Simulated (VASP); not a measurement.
**BN: single point with PBE+D3(BJ)**

Crystal: BN.

```
B N
1.0
     2.50611    0.00000    0.00000
    -1.25306    2.17036    0.00000
     0.00000    0.00000    6.59240
B N
2 2
Cartesian
  -0.1444 0.0640 3.2962
  0.1447 1.4695 0.0000
  0.1440 -0.0174 0.0000
  1.1089 0.6741 3.2962
```

This cell differs from its parent crystal: atoms displaced along several vibrational modes.

| Property | Result |
| --- | --- |
| Program | VASP 6.6.1 |
| Task | single point |
| Functional | PBE |
| Dispersion | D3(BJ) |
| Potentials or basis | VASP PAW PBE potentials, release 64 (B, N) |
| Cutoff | 520 eV |
| k mesh | 12 × 12 × 4 |
| Occupations | methfessel-paxton, width 0.05 eV |
| Spin | no spin polarisation |
| Dipole correction | no |
| Further INCAR settings | ALGO = Normal; EDIFF = 1e-07; NBANDS = 16 |

* Pressure: 2.5 GPa
* Largest force: 3.871 eV/Å
* Band gap on the k mesh: 3.73 eV (least direct gap 4.10 eV)
* Dispersion energy per atom: -0.142 eV

Forces on the atoms (eV/Å):
```
B    0.007 -3.862  0.000
B   -0.015 -1.543  0.000
N   -0.015  1.534  0.000
N    0.023  3.871  0.000
```

Stress tensor (GPa, compression positive):
```
11.47  0.27  0.00
 0.27 -3.96  0.00
 0.00  0.00  0.05
```

Levels at points of the mesh, in eV from the valence-band top:
```
           k point  band 6  band 7  band 8  band 9  band 10  band 11
(0.00, 0.00, 0.00)   -1.92   -1.00   -0.04    5.19     9.82    10.24
(0.50, 0.00, 0.00)   -3.68   -1.09   -0.84    4.53     4.76     9.30
(0.00, 0.50, 0.00)   -4.50   -1.70   -0.98    4.73     6.29     9.44
(0.50, 0.50, 0.00)   -3.68   -1.39   -0.42    3.73     5.50     9.35
(0.00, 0.00, 0.50)   -1.92   -1.00   -0.04    7.56     7.56     9.90
(0.50, 0.00, 0.50)   -3.68   -0.98   -0.78    4.28     4.42     9.59
(0.00, 0.50, 0.50)   -4.50   -1.40   -1.20    4.90     5.53     9.70
(0.50, 0.50, 0.50)   -3.68   -0.99   -0.79    4.27     4.46     9.53
```

Run time: 3.5 min on 1 thread of Intel Xeon 8259CL, with other jobs on the host, peak memory 0.24 GiB.

Caveat: the cell differs from its parent crystal (atoms displaced along several vibrational modes); the stress differs along the axes, from -4 to 11 GPa; forces of over 1 eV/Å act on the atoms, so gaps and moduli don't describe the material at rest. A k mesh can miss the band edges.
